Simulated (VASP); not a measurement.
Input of a VASP 6.6.1 run:

File INCAR:

```
PREC = Accurate
ENCUT = 520
EDIFF = 1E-6
ISMEAR = 0
SIGMA = 0.05
LREAL = F
LASPH = T
NELM = 100
ALGO = Normal
ISIF = 2
LWAVE = F
LCHARG = F
GGA = PE
NBANDS = 24
```

KPOINTS

```
regular mesh
0
Gamma
  6 6 6
```

The input POSCAR:

```
BiTe3
1.0
    6.0812841369      0.0000000000      0.0000000000
    0.0000000000      6.0812841369      0.0000000000
    0.0000000000      0.0000000000      6.0812841369
Bi Te
1 3
Direct
    0.0000000000      0.0000000000      0.0000000000
    0.5000000000      0.0000000000      0.0000000000
    0.0000000000      0.0000000000      0.5000000000
    0.0000000000      0.5000000000      0.0000000000
```

Potentials or basis: VASP PAW PBE potentials, release 64 (Bi_d, Te).

Run with:

```bash
$ cat potpaw_PBE.64/Bi_d/POTCAR potpaw_PBE.64/Te/POTCAR > POTCAR
$ mpirun -np 1 vasp_std > vasp.out
```

Estimate the band gap on the k mesh.

zero (an odd number of electrons rules out a gap without spin polarisation).

What does it give for the pressure?

-0.4 GPa.

Caveat: spin-orbit coupling is left out, which moves the levels of the heavy elements.
